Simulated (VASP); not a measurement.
# Pb (C2/m) in VASP: single point with PBE

Aim: the single point of Pb with PBE.

All numbers are computed with VASP 6.6.1; they aren't measurements. Logs are shortened: lines on timing, memory, paths and dates and some standing lists are left out, and cuts for length are marked.

## (1) The cell of the first run

It takes space group C2/m (No. 12, monoclinic). Conventional cell: a = 6.077 Å, b = 3.501 Å, c = 6.452 Å, α = 90.00°, β = 109.14°, γ = 90.00°. Pb (site symmetry m) has 10 Pb at 3.34 to 3.51 Å within 4.4 Å.

## (2) Single point, PBE, non-collinear spin, zero start, spin-orbit coupling

Contents of INCAR:

```
PREC = Accurate ; ENCUT = 500
EDIFF = 1E-6 ; ISMEAR = -1
SIGMA = 0.08 ; LREAL = False
LASPH = True ; NELM = 200
ALGO = Normal ; ISIF = 2
LWAVE = False ; LCHARG = True
LNONCOLLINEAR = True ; MAGMOM = 0 0 0 0 0 0
LORBIT = 11 ; LSORBIT = True
GGA_COMPAT = False ; LORBMOM = True
GGA = PE ; LVHAR = True
NBANDS = 40 ; KPAR = 4
```

Contents of KPOINTS:

```
regular mesh
0
Gamma
  11 11 6
```

Contents of POSCAR:

```
Pb
1.0
    3.0386068135     -1.7503199600      0.0000000000
    3.0386068135      1.7503199600      0.0000000000
   -2.1154626375      0.0000000000      6.0952248674
Pb
2
Direct
    0.0914915900      0.0914915900      0.2737078000
    0.9085084100      0.9085084100      0.7262922000
```

Potentials or basis: VASP PAW PBE potentials, release 64 (Pb_d).

On the command line:

```bash
cat potpaw_PBE.64/Pb_d/POTCAR > POTCAR
mpirun -np 4 vasp_ncl > vasp.out
```

OUTCAR:

```text
PREC = Accurate
   ENCUT = 500
   EDIFF = 1E-6
   ISMEAR = -1
   LREAL = False
   LASPH = True
   NELM = 200
   ISIF = 2
   LNONCOLLINEAR = True
   LORBIT = 11
   LSORBIT = True
   GGA = PE

 ion  position               nearest neighbor table
   1  0.091  0.091  0.274-   2 3.34   2 3.41   2 3.41   2 3.45
   2  0.909  0.909  0.726-   1 3.34   1 3.41   1 3.41   1 3.45

  LATTYP: Found a base centered monoclinic cell.
 ALAT       =     6.0772136270
 B/A-ratio  =     0.5760271293
 C/A-ratio  =     1.0616534713
 COS(beta)  =    -0.3278823751

  Lattice vectors:

 A1 = (   3.0386068135,  -1.7503199600,   0.0000000000)
 A2 = (   3.0386068135,   1.7503199600,   0.0000000000)
 A3 = (  -2.1154626375,   0.0000000000,   6.0952248674)

Analysis of symmetry for initial positions (statically):
=====================================================================
 Subroutine PRICEL returns:
 Original cell was already a primitive cell.

 Routine SETGRP: Setting up the symmetry group for a
 base centered monoclinic supercell.

 Subroutine GETGRP returns: Found  4 space group operations
 (whereof  4 operations were pure point group operations)
 out of a pool of  4 trial point group operations.

The static configuration has the point symmetry C_2h.

Analysis of symmetry for dynamics (positions and initial velocities):
=====================================================================
 Subroutine PRICEL returns:
 Original cell was already a primitive cell.

 Routine SETGRP: Setting up the symmetry group for a
 base centered monoclinic supercell.

 Subroutine GETGRP returns: Found  4 space group operations
 (whereof  4 operations were pure point group operations)
 out of a pool of  4 trial point group operations.

The dynamic configuration has the point symmetry C_2h.

Analysis of structural, dynamic, and magnetic symmetry:
=====================================================================
 Subroutine PRICEL returns:
 Original cell was already a primitive cell.

 Routine SETGRP: Setting up the symmetry group for a
 base centered monoclinic supercell.

 Subroutine GETGRP returns: Found  4 space group operations
 (whereof  4 operations were pure point group operations)
 out of a pool of  4 trial point group operations.

The overall configuration has the point symmetry C_2h.

 Subroutine INISYM returns: Found  4 space group operations
 (whereof  4 operations are pure point group operations),
 and found     1 'primitive' translations

----------------------------------------------------------------------------------------

                                     Primitive cell

  volume of cell :      64.8353

  direct lattice vectors                    reciprocal lattice vectors
     3.038606813 -1.750319960  0.000000000     0.164549095 -0.285662057  0.057109864
     3.038606813  1.750319960  0.000000000     0.164549095  0.285662057  0.057109864
    -2.115462637  0.000000000  6.095224867     0.000000000  0.000000000  0.164062856

  length of vectors
     3.506672401  3.506672401  6.451894943     0.334575480  0.334575480  0.164062856

  position of ions in fractional coordinates (direct lattice)
     0.091491590  0.091491590  0.273707800
     0.908508410  0.908508410  0.726292200

  ion indices of the primitive-cell ions
   primitive index   ion index
                 1           1
                 2           2

----------------------------------------------------------------------------------------

 KPOINTS: regular mesh

Automatic generation of k-mesh.
 Grid dimensions read from file:
 generate k-points for:   11   11    6

 Generating k-lattice:

  Cartesian coordinates                     Fractional coordinates (reciprocal lattice)
     0.014959009 -0.025969278  0.005191806     0.090909091  0.000000000 -0.000000000
     0.014959009  0.025969278  0.005191806     0.000000000  0.090909091 -0.000000000
     0.000000000  0.000000000  0.027343809     0.000000000  0.000000000  0.166666667

  Length of vectors
     0.030415953  0.030415953  0.027343809

  Shift w.r.t. Gamma in fractional coordinates (k-lattice)
     0.000000000  0.000000000  0.000000000

 Subroutine IBZKPT returns following result:
 ===========================================

 Found    204 irreducible k-points:

 Following reciprocal coordinates:
            Coordinates               Weight
  0.000000  0.000000  0.000000      1.000000
[... 37 lines left out ...]
   LNONCOLLINEAR =      T non collinear calculations
   LSORBIT =      T    spin-orbit coupling
   LASPH  =      T    aspherical Exc in radial PAW
   ENCUT  =  500.0 eV  36.75 Ry    6.06 a.u.   6.39  6.39 11.76*2*pi/ulx,y,z
   NELM   =    200;   NELMIN=  2; NELMDL= -5     # of ELM steps
   EDIFF  = 0.1E-05   stopping-criterion for ELM
   LREAL  =      F    real-space projection
[... 7 lines left out ...]
   TEBEG  =    0.0;   TEEND  =   0.0 temperature during run
   PSTRESS=    0.0 pullay stress
   NELECT =      28.0000    total number of electrons
   NUPDOWN=      -1.0000    fix difference up-down
   EMIN   =  10.00;   EMAX   =-10.00  energy-range for DOS
   EFERMI =   0.00;   METHOD = LEGACY
   ISMEAR =    -1;   SIGMA  =   0.08  broadening in eV -4-tet -1-fermi 0-gaus
   EFERMI_NEDOS =   21; number of points for ismear=-14 and -15
   IALGO  =     38    algorithm
   IMIX   =      4    mixing-type and parameters
     AMIX     =   0.40;   BMIX     =  1.00
     AMIX_MAG =   1.60;   BMIX_MAG =  1.00
  volume/ion in A,a.u.               =      32.42       218.77
  Fermi-wavevector in a.u.,A,eV,Ry     =   1.237438  2.338420 20.833975  1.531254
  Thomas-Fermi vector in A             =   2.372006
   LORBIT       =     11    0 simple, 1 ext, 2 COOP (PROOUT), +10 PAW based schemes
   GGA     = PE    functional components
   LHFCALC =     F    Hartree Fock is set to
   AEXX    =    0.0000 exact exchange contribution
   IVDW    =     0    specifies the selected vdW correction
   LEPSILON=     F    determine dielectric tensor
   LRPA    =     F    only Hartree local field effects (RPA)
  energy-cutoff  :      500.00
  volume of cell :       64.84
 maximum number of plane-waves:      3338
 NGX is ok and might be reduce to    28
   NGX = 13   NGY = 13   NGZ = 23

 number of electron      27.9999996 magnetization      -0.0000000      0.0000015      0.0000000

 number of electron      27.9999996 magnetization      -0.0000000     -0.0000012      0.0000000

 number of electron      27.9999996 magnetization       0.0000000      0.0000004      0.0000000

 Free energy of the ion-electron system (eV)
  ---------------------------------------------------
  ext. energy  EPLUGINS =         0.00000000
  ---------------------------------------------------
  free energy    TOTEN  =        -8.11493190 eV

  energy without entropy =       -8.09021683  energy(sigma->0) =       -8.10257437

 E-fermi :   6.4830     XC(G=0):  -9.7952

 val. band max:        6.4824144307   @ k =   0.2727   0.2727  -0.0000
 cond. band min:       6.4849438631   @ k =  -0.2727  -0.3636   0.1667
 fundamental gap:      0.0025294324
 Fermi energy:         6.4830352498

 k-point     1 :       0.0000    0.0000    0.0000
  band No.  band energies     occupation
      1     -11.9121      1.00000
      2     -11.9121      1.00000
      3     -11.9068      1.00000
      4     -11.9068      1.00000
      5     -11.9024      1.00000
      6     -11.9024      1.00000
[... 1021 lines left out ...]
     39      16.4915      0.00000
     40      16.4918      0.00000

 [... further k-points ...]

------------------------ aborting loop because EDIFF is reached ----------------------------------------

  FORCE on cell =-STRESS in cart. coord.  units (eV):
  Direction    XX          YY          ZZ          XY          YZ          ZX
  --------------------------------------------------------------------------------------
  -------------------------------------------------------------------------------------
  Total        0.3479131      0.3904026      0.6246847      0.0000000      0.0000000     -0.0066744
  in kB        8.5974507      9.6474298     15.4368893      0.0000000      0.0000000     -0.1649351
  external PRESSURE =      11.2272566 kB  Pullay stress =       0.0000000 kB

 VOLUME and BASIS-vectors are now :
 -----------------------------------------------------------------------------
  energy-cutoff  :      500.00
  volume of cell :       64.84
      direct lattice vectors                 reciprocal lattice vectors
     3.038606813 -1.750319960  0.000000000     0.164549095 -0.285662057  0.057109864
     3.038606813  1.750319960  0.000000000     0.164549095  0.285662057  0.057109864
    -2.115462637  0.000000000  6.095224867     0.000000000  0.000000000  0.164062856

 POSITION                                       TOTAL-FORCE (eV/Angst)
 -----------------------------------------------------------------------------------
     -0.02300      0.00000      1.66831        -0.017299      0.000000     -0.042796
      3.98476      0.00000      4.42691         0.017299      0.000000      0.042796
 -----------------------------------------------------------------------------------
    total drift:                                0.000000      0.000000      0.000000

  FREE ENERGIE OF THE ION-ELECTRON SYSTEM (eV)
  ---------------------------------------------------
  free  energy   TOTEN  =        -8.1149319020 eV

  energy  without entropy=       -8.0902168313  energy(sigma->0) =       -8.10257437

 orbital moment (x)

 # of ion     p       d       tot
 ----------------------------------------
  1         0.000   0.000   0.000
  2         0.000   0.000   0.000
 ----------------------------------------
            0.000   0.000   0.000

 orbital moment (y)

 # of ion     p       d       tot
 ----------------------------------------
  1        -0.000   0.000  -0.000
  2        -0.000   0.000  -0.000
 ----------------------------------------
           -0.000   0.000  -0.000

 orbital moment (z)

 # of ion     p       d       tot
 ----------------------------------------
  1         0.000   0.000   0.000
  2         0.000   0.000   0.000
 ----------------------------------------
            0.000   0.000   0.000

 Spin-Orbit-Coupling matrix elements

 Ion:    1  E_soc:     -1.1747301
 l=   1
     0.0000000    -0.1296196    -0.1267950
    -0.1296196     0.0000000    -0.1290980
    -0.1267950    -0.1290980     0.0000000
 l=   2
     0.0000000    -0.0134611     0.0000000    -0.0134653    -0.0539412
    -0.0134611     0.0000000    -0.0402597    -0.0135292    -0.0134631
     0.0000000    -0.0402597     0.0000000    -0.0402699     0.0000000
    -0.0134653    -0.0135292    -0.0402699     0.0000000    -0.0134630
    -0.0539412    -0.0134631     0.0000000    -0.0134630     0.0000000
 l=   3
     0.0000000     0.0000000     0.0000000     0.0000000     0.0000000     0.0000000     0.0000000
     0.0000000     0.0000000     0.0000000     0.0000000     0.0000000     0.0000000     0.0000000
     0.0000000     0.0000000     0.0000000     0.0000000     0.0000000     0.0000000     0.0000000
     0.0000000     0.0000000     0.0000000     0.0000000     0.0000000     0.0000000     0.0000000
     0.0000000     0.0000000     0.0000000     0.0000000     0.0000000     0.0000000     0.0000000
     0.0000000     0.0000000     0.0000000     0.0000000     0.0000000     0.0000000     0.0000000
     0.0000000     0.0000000     0.0000000     0.0000000     0.0000000     0.0000000     0.0000000

 Ion:    2  E_soc:     -1.1747301
 l=   1
     0.0000000    -0.1296196    -0.1267950
    -0.1296196     0.0000000    -0.1290980
    -0.1267950    -0.1290980     0.0000000
 l=   2
     0.0000000    -0.0134611     0.0000000    -0.0134653    -0.0539412
    -0.0134611     0.0000000    -0.0402597    -0.0135292    -0.0134631
     0.0000000    -0.0402597     0.0000000    -0.0402699     0.0000000
    -0.0134653    -0.0135292    -0.0402699     0.0000000    -0.0134630
    -0.0539412    -0.0134631     0.0000000    -0.0134630     0.0000000
 l=   3
     0.0000000     0.0000000     0.0000000     0.0000000     0.0000000     0.0000000     0.0000000
     0.0000000     0.0000000     0.0000000     0.0000000     0.0000000     0.0000000     0.0000000
     0.0000000     0.0000000     0.0000000     0.0000000     0.0000000     0.0000000     0.0000000
     0.0000000     0.0000000     0.0000000     0.0000000     0.0000000     0.0000000     0.0000000
     0.0000000     0.0000000     0.0000000     0.0000000     0.0000000     0.0000000     0.0000000
     0.0000000     0.0000000     0.0000000     0.0000000     0.0000000     0.0000000     0.0000000
     0.0000000     0.0000000     0.0000000     0.0000000     0.0000000     0.0000000     0.0000000

 total charge

# of ion       s       p       d       tot
------------------------------------------
    1        1.392   0.762   9.809  11.963
    2        1.392   0.762   9.809  11.963
--------------------------------------------------
tot          2.783   1.525  19.618  23.926

 magnetization (x)

# of ion       s       p       d       tot
------------------------------------------
    1        0.000   0.000   0.000   0.000
    2        0.000   0.000   0.000   0.000
--------------------------------------------------
tot          0.000   0.000   0.000   0.000

 magnetization (y)

# of ion       s       p       d       tot
------------------------------------------
    1        0.000  -0.000  -0.000   0.000
    2        0.000  -0.000  -0.000   0.000
--------------------------------------------------
tot          0.000  -0.000  -0.000   0.000

 magnetization (z)

# of ion       s       p       d       tot
------------------------------------------
    1        0.000   0.000   0.000   0.000
    2        0.000   0.000   0.000   0.000
--------------------------------------------------
tot          0.000   0.000   0.000   0.000
```

Run time: 3.4 min. Hardware: 4 MPI ranks of Intel Xeon Platinum 8488C (Sapphire Rapids), shared host; peak memory 0.79 GiB.

What came out:

| Item | Value |
| --- | --- |
| Free energy | -8.1149 eV |
| Pressure | 1.1 GPa |
| Largest force | 0.046 eV/Å |
| Net moment | 0.00 μB per cell |
| Valence electrons inside the program's atomic spheres | Pb 11.96 |

Forces in eV/Å, atoms in the order of the input:
```
Pb  -0.017  0.000 -0.043
Pb   0.017  0.000  0.043
```

Moments on the atoms (μB; x, y, z):
```
Pb  0.00 0.00 0.00
Pb  0.00 0.00 0.00
```
